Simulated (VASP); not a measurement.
ZnS:

```
Zn S
1.0
    -0.03906    2.69410    2.69410
     2.69410   -0.03906    2.69410
     2.65503    2.65503    0.00000
Zn S
1 1
Direct
  0.25260 0.25260 0.24740
  0.99740 0.99740 0.00260
```

This cell differs from its parent crystal: shear xy strain -2.9%.

Base run:

```yaml
Program: VASP 6.6.1
Functional: r2SCAN
Potentials_or_basis: VASP PAW PBE potentials, release 64 (Zn, S)
Cutoff: 520 eV
k_mesh: 8 × 8 × 8
Occupations: gaussian, width 0.01 eV
Spin: no spin polarisation
```

Its results: band gap on the k mesh 2.62 eV, direct; pressure 0.0 GPa; largest force 0.003 eV/Å.

Problem. The run is repeated on the same cell with these changes: functional from r2SCAN to PBE; occupations from gaussian, width 0.01 eV to fermi-dirac, width 0.02 eV. What comes out?

Solution. Band gap on the k mesh 2.06 eV, direct; pressure 2.5 GPa; largest force 0.008 eV/Å.

Caveats: the PAW data sets were made with another functional, which shifts forces and pressure a little (some runs).

